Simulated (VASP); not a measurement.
## CdSe: single point with PBEsol+D3(BJ)

Crystal: CdSe.

```
Cd Se
1.0
     0.00000    3.09060    3.09060
     3.09060    0.00000    3.09060
     3.09060    3.09060    0.00000
Cd Se
1 1
Direct
  0.00000 0.00000 0.00000
  0.25000 0.25000 0.25000
```

This cell differs from its parent crystal: volume scaled by 1.02.

```yaml
Program: VASP 6.6.1
Task: single point
Functional: PBEsol
Dispersion: D3(BJ)
Potentials_or_basis: VASP PAW PBE potentials, release 64 (Cd, Se)
Cutoff: 520 eV
k_mesh: 8 × 8 × 8
Occupations: gaussian, width 0.1 eV
Spin: no spin polarisation
Dipole_correction: no
Further_INCAR_settings: ALGO = Normal; EDIFF = 1e-06; NBANDS = 16
```

* Pressure: -3.5 GPa
* Band gap on the k mesh: 0.39 eV, direct
* Dispersion energy per atom: -0.281 eV

Levels at points of the mesh, in eV from the valence-band top:
```
           k point  band 5  band 6  band 7  band 8  band 9  band 10  band 11  band 12  band 13  band 14
(0.00, 0.00, 0.00)   -7.43   -7.43    0.00    0.00    0.00     0.39     5.85     5.85     5.85     9.40
(0.50, 0.00, 0.00)   -7.41   -7.17   -4.17   -0.69   -0.69     2.23     6.35     6.35     7.14     9.74
(0.50, 0.50, 0.00)   -7.37   -7.11   -3.91   -1.72   -1.72     3.09     3.62     8.76     9.84     9.84
```

It took 30 s on 1 thread of Intel(R) Xeon(R) Platinum 8488C (Sapphire Rapids), on a shared host, peak memory 0.21 GiB.

Caveat: three body term missing; the PAW data sets were made with another functional, which shifts forces and pressure a little.
